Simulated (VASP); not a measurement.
# H2C18O in VASP: notebook, part 2 of 2

VASP 6.6.1. The steps go on from the part before.

## 4. Single point, LDA

INCAR reads:

```
PREC = Accurate ; ENCUT = 520
EDIFF = 1E-6 ; ISMEAR = 0
SIGMA = 0.02 ; LREAL = Auto
LASPH = T ; NELM = 100
ALGO = Normal ; ISIF = 2
LWAVE = F ; LCHARG = F
NBANDS = 56
```

KPOINTS reads:

```
Automatic mesh
0
Gamma
  2 2 1
```

POSCAR reads:

```
H2C18O
1.0
    7.3980000000      0.0000000000      0.0000000000
   -3.6990000000      6.4068560000      0.0000000000
    0.0000000000      0.0000000000     11.0000000000
C O H
18 1 2
Direct
    0.0122403548      0.0144290741      0.0723008182
    0.2341270085      0.1254754282      0.0723470000
    0.0109303264      0.3486568139      0.0722385455
    0.2356176451      0.4610709215      0.0722477273
    0.0132121588      0.6833518656      0.0721187273
    0.2332384544      0.7931876415      0.0719038182
    0.3442732712      0.0153199947      0.0720730000
    0.5692427404      0.1277771812      0.0718944545
    0.3466371973      0.3502195148      0.0723202727
    0.5666708055      0.4601896781      0.0722470000
    0.3457576311      0.6810543268      0.0720899091
    0.5675518207      0.7919563043      0.0721464545
    0.6800353161      0.0167367582      0.0720360909
    0.8999548050      0.1268244518      0.0722116364
    0.6790736367      0.3478339454      0.0721061818
    0.9009466032      0.4586739580      0.0721760909
    0.6775305273      0.6819964426      0.0722543636
    0.9022599004      0.7943270459      0.0722130909
    0.3971328727     -0.0941427433      0.3437834545
    0.4769673536      0.0271574701      0.3950393636
    0.3584317133     -0.0412284902      0.2731613636
```

Potentials or basis: VASP PAW LDA potentials, release 64 (C, O, H).

Run with:

```
> cat potpaw_LDA.64/C/POTCAR potpaw_LDA.64/O/POTCAR potpaw_LDA.64/H/POTCAR > POTCAR
> mpirun -np 1 vasp_std > vasp.out
```

OUTCAR:

```text
PREC = Accurate
   ENCUT = 520
   EDIFF = 1E-6
   ISMEAR = 0
   LREAL = Auto
   LASPH = T
   NELM = 100
   ISIF = 2

 ion  position               nearest neighbor table
   1  0.012  0.014  0.072-  18 1.41   2 1.42  14 1.44
   2  0.234  0.125  0.072-   7 1.41   1 1.42   9 1.44
   3  0.011  0.349  0.072-  16 1.41  14 1.42   4 1.44
   4  0.236  0.461  0.072-  11 1.41   9 1.42   3 1.44
   5  0.013  0.683  0.072-   6 1.41  18 1.42  16 1.44
   6  0.233  0.793  0.072-   5 1.41   7 1.42  11 1.44
[... 10 lines left out ...]
  17  0.678  0.682  0.072-  12 1.41  10 1.42  18 1.44
  18  0.902  0.794  0.072-   1 1.41   5 1.42  17 1.44
  19  0.397  0.906  0.344-  20 0.97  21 0.98
  20  0.477  0.027  0.395-  19 0.97
  21  0.358  0.959  0.273-  19 0.98

  LATTYP: Found a hexagonal cell.
 ALAT       =     7.3980000000
 C/A-ratio  =     1.4868883482

  Lattice vectors:

 A1 = (   7.3980000000,   0.0000000000,   0.0000000000)
 A2 = (  -3.6990000000,   6.4068560000,   0.0000000000)
 A3 = (   0.0000000000,   0.0000000000,  11.0000000000)

Analysis of symmetry for initial positions (statically):
=====================================================================
 Subroutine PRICEL returns:
 Original cell was already a primitive cell.

 Routine SETGRP: Setting up the symmetry group for a
 hexagonal supercell.

 Subroutine GETGRP returns: Found  1 space group operations
 (whereof  1 operations were pure point group operations)
 out of a pool of 24 trial point group operations.

The static configuration has the point symmetry C_1 .

Analysis of symmetry for dynamics (positions and initial velocities):
=====================================================================
 Subroutine PRICEL returns:
 Original cell was already a primitive cell.

[... 146 lines left out ...]
  Fermi-wavevector in a.u.,A,eV,Ry     =   0.876437  1.656226 10.451210  0.768142
  Thomas-Fermi vector in A             =   1.996247
   LORBIT       =      0    0 simple, 1 ext, 2 COOP (PROOUT), +10 PAW based schemes
   GGA     = CA    functional components
   LHFCALC =     F    Hartree Fock is set to
   AEXX    =    0.0000 exact exchange contribution
   IVDW    =     0    specifies the selected vdW correction
   LEPSILON=     F    determine dielectric tensor
   LRPA    =     F    only Hartree local field effects (RPA)
 non-spin polarized calculation
 Gauss-broadening in eV      SIGMA  =   0.02
  energy-cutoff  :      520.00
  volume of cell :      521.38
 maximum number of plane-waves:     14099
 NGX is ok and might be reduce to    56
   NGX = 27   NGY = 27   NGZ = 41

 number of electron      79.9999998 magnetization

 Free energy of the ion-electron system (eV)
  ---------------------------------------------------
  ext. energy  EPLUGINS =         0.00000000
  ---------------------------------------------------
  free energy    TOTEN  =      -196.04649438 eV

  energy without entropy =     -196.04649438  energy(sigma->0) =     -196.04649438

 E-fermi :  -1.7041     XC(G=0):  -4.5148

 val. band max:       -1.7993753045   @ k =   0.0000   0.0000   0.0000
 cond. band min:      -1.6063359654   @ k =   0.0000   0.0000   0.0000
 fundamental gap:      0.1930393391
 Fermi energy:        -1.7041472726

 k-point     1 :       0.0000    0.0000    0.0000
  band No.  band energies     occupation
      1     -22.0133      2.00000
      2     -20.9951      2.00000
      3     -18.5239      2.00000
      4     -18.4944      2.00000
      5     -18.4298      2.00000
      6     -18.4065      2.00000
[... 209 lines left out ...]
     51       4.3142      0.00000
     52       4.4053      0.00000
 [bands above 52 left out]

------------------------ aborting loop because EDIFF is reached ----------------------------------------

  FORCE on cell =-STRESS in cart. coord.  units (eV):
  Direction    XX          YY          ZZ          XY          YZ          ZX
  --------------------------------------------------------------------------------------
  -------------------------------------------------------------------------------------
  Total       -8.8699706     -8.8199940     -0.0058897     -0.0081126      0.0333927      0.1004544
  in kB      -27.2571714    -27.1035948     -0.0180988     -0.0249299      0.1026150      0.3086934
  external PRESSURE =     -18.1262883 kB  Pullay stress =       0.0000000 kB

 VOLUME and BASIS-vectors are now :
 -----------------------------------------------------------------------------
  energy-cutoff  :      520.00
  volume of cell :      521.38
      direct lattice vectors                 reciprocal lattice vectors
     7.398000000  0.000000000  0.000000000     0.135171668  0.078041398  0.000000000
    -3.699000000  6.406856000  0.000000000     0.000000000  0.156082796  0.000000000
     0.000000000  0.000000000 11.000000000     0.000000000  0.000000000  0.090909091

 POSITION                                       TOTAL-FORCE (eV/Angst)
 -----------------------------------------------------------------------------------
      0.03718      0.09244      0.79531         0.010163      0.004919      0.000440
      1.26794      0.80390      0.79582        -0.010708     -0.004846     -0.002794
     -1.20882      2.23379      0.79462        -0.004557     -0.002146      0.002641
      0.03760      2.95401      0.79473         0.008266     -0.000013      0.002328
     -2.42998      4.37814      0.79331        -0.005666      0.007162      0.002828
     -1.20850      5.08184      0.79094        -0.006235      0.007395      0.002859
[... 13 lines left out ...]
      3.42815      0.17399      4.34543         0.053121      0.127497      0.145788
     -0.89482      6.14271      3.00477        -0.096360      0.020539     -0.177589
 -----------------------------------------------------------------------------------
    total drift:                               -0.030702      0.014545      0.018380

  FREE ENERGIE OF THE ION-ELECTRON SYSTEM (eV)
  ---------------------------------------------------
  free  energy   TOTEN  =      -196.0464943782 eV

  energy  without entropy=     -196.0464943782  energy(sigma->0) =     -196.04649438
```

stdout:

```text
POSCAR found type information on POSCAR C O H
 POSCAR found :  3 types and      21 ions
 scaLAPACK will be used
 LDA part: xc-table for (Slater(with rela. corr.)+CA(PZ))
 , standard interpolation
 POSCAR, INCAR and KPOINTS ok, starting setup
 FFT: planning ... GRIDC
 FFT: planning ... GRID_SOFT
 FFT: planning ... GRID
 WAVECAR not read
 entering main loop
```

It took 6.1 min on 1 thread of Oxide Virtual Turin-like, shared host; peak memory 0.42 GiB.

Results:

```yaml
Free_energy: -196.0465 eV
Largest_force: 0.203 eV/Å
Band_gap_on_the_k_mesh: 0.19 eV
```

Forces in eV/Å, atoms in the order of the input:
```
C    0.010  0.005  0.000
C   -0.011 -0.005 -0.003
C   -0.005 -0.002  0.003
C    0.008  0.000  0.002
C   -0.006  0.007  0.003
C   -0.006  0.007  0.003
C   -0.005 -0.013  0.006
C    0.014  0.005 -0.001
C   -0.009  0.015 -0.002
C    0.000  0.010 -0.001
C    0.005 -0.007  0.000
C   -0.014  0.014 -0.003
C   -0.010 -0.016  0.000
C   -0.002  0.010  0.002
C    0.016 -0.003  0.000
C   -0.003 -0.005  0.000
C    0.007 -0.010 -0.002
C    0.005 -0.004 -0.001
O    0.048 -0.156  0.027
H    0.053  0.127  0.146
H   -0.096  0.021 -0.178
```

Caveat: the k points lie up to 0.49 Å⁻¹ apart; there is no dipole correction, which matters where the two faces differ.

## 5. Overview

| cell | gap on the mesh (eV) | largest force (eV/Å) |
| --- | --- | --- |
| as given, atomic positions A | 0.26 | 0.20 |
| as given, atomic positions B | 0.34 | 0.18 |
| as given, atomic positions C | 0.19 | 0.20 |

Alike in all rows: task single point; level LDA; potentials or basis VASP PAW LDA potentials, release 64 (C, O, H); no spin polarisation; k mesh 2 × 2 × 1; cutoff (eV) 520; smearing gaussian 0.02 eV.

Caveats: all runs use coarse meshes; there is no dipole correction, which matters where the two faces differ.

Total energies depend on the potentials used, so only differences within one code and one set of settings carry meaning.
